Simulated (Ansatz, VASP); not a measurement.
## Two plane-wave programs on Si23H4O48

```
Si O H
1.0
     9.83160    0.00000    0.00000
    -4.91580    8.51441    0.00000
     0.00000    0.00000   10.81820
Si O H
23 48 4
Cartesian
  2.6187 0.0083 1.7685
  -1.3010 2.3020 3.6317
  1.1100 2.0044 0.0011
  -2.2959 8.4953 7.1795
  8.4555 2.2679 9.0335
  1.1607 1.9456 5.4281
  0.1663 4.2805 1.8089
  6.0560 6.5358 3.6041
  -1.3042 6.2413 10.7820
  6.0521 6.5279 9.0085
  -1.3113 6.2633 5.3834
  7.5418 0.0366 1.8092
  3.5876 2.2741 3.5985
  6.0035 1.9755 0.0032
  7.5222 0.0105 7.2147
  3.5560 2.2628 9.0010
  6.0550 1.9907 5.4008
  5.0609 4.2643 1.8099
  1.1405 6.5592 3.5922
  3.6046 6.2743 0.0131
  5.0477 4.2535 7.2086
  1.1802 6.5494 8.9967
  3.5886 6.2623 5.4057
  -0.3396 1.7593 4.8275
  1.1130 3.1148 1.1890
  -0.7587 3.7016 3.0146
  1.6469 0.5951 0.5993
  2.1154 2.5070 4.2338
  3.5540 1.1785 2.3946
  -0.3884 1.7869 10.2309
  1.2584 2.9951 6.6710
  -0.7751 3.6528 8.4174
  1.6812 0.4890 5.9493
  2.0700 2.5188 9.6062
  3.5419 1.1618 7.8078
  -2.8046 6.0139 4.8015
  -1.3281 7.3940 1.1159
  -3.2266 7.9187 2.9590
  -0.7949 4.8520 0.6276
  -0.3512 6.8064 4.1821
  1.1203 5.4550 2.3964
  -2.7995 6.0025 10.1946
  -1.3057 7.3593 6.5885
  -3.2443 7.9187 8.3722
  -0.7779 4.8528 6.0088
  -0.3357 6.7013 9.5566
  1.3099 5.5210 7.7275
  4.5815 1.7426 4.7729
  5.9902 3.0897 1.1868
  4.1085 3.6883 2.9951
  6.5740 0.5885 0.6201
  7.0417 2.5475 4.2342
  8.4842 1.2054 2.4246
  4.5170 1.7422 10.2090
  5.9999 3.0845 6.6096
  4.0722 3.6809 8.3860
  6.5952 0.5883 6.0093
  6.9573 2.4923 9.6089
  8.4793 1.1633 7.8377
  2.1092 6.0271 4.7849
  3.5862 7.3948 1.1915
  1.6874 7.9663 2.9997
  4.1269 4.8655 0.6213
  4.5739 6.7870 4.2190
  6.0246 5.4119 2.4274
  2.1163 6.0368 10.2273
  3.5609 7.3612 6.6070
  1.6433 7.9978 8.4195
  4.1211 4.8526 6.0161
  4.5724 6.7827 9.6247
  6.0146 5.3940 7.8391
  1.7541 4.6639 7.8469
  0.5082 3.0321 7.3083
  0.1014 4.9807 6.4437
  -1.2341 4.1036 7.6131
```

Alike in both runs: task single point; functional PBE; k mesh 1 × 1 × 1; occupations gaussian, width 0.02 eV; no spin polarisation.

|  | VASP | Ansatz |
| --- | --- | --- |
| version | VASP 6.6.1 | Ansatz 0.2.0 |
| potentials or method | VASP PAW PBE potentials, release 64 (Si, O, H) | scalar-relativistic, plane waves, PAW |
| plane-wave cutoff (eV) | 520 | 420 |
| valence electrons in the cell | 384 | 384 |

```csv
,VASP,Ansatz,Ansatz less VASP
gap on the k mesh at the Fermi level (eV),5.72,5.72,+0.001
least direct gap on the mesh (eV),5.72,5.72,+0.001
```

The functional is the same, so the differences come from potentials, cutoffs and numerics.
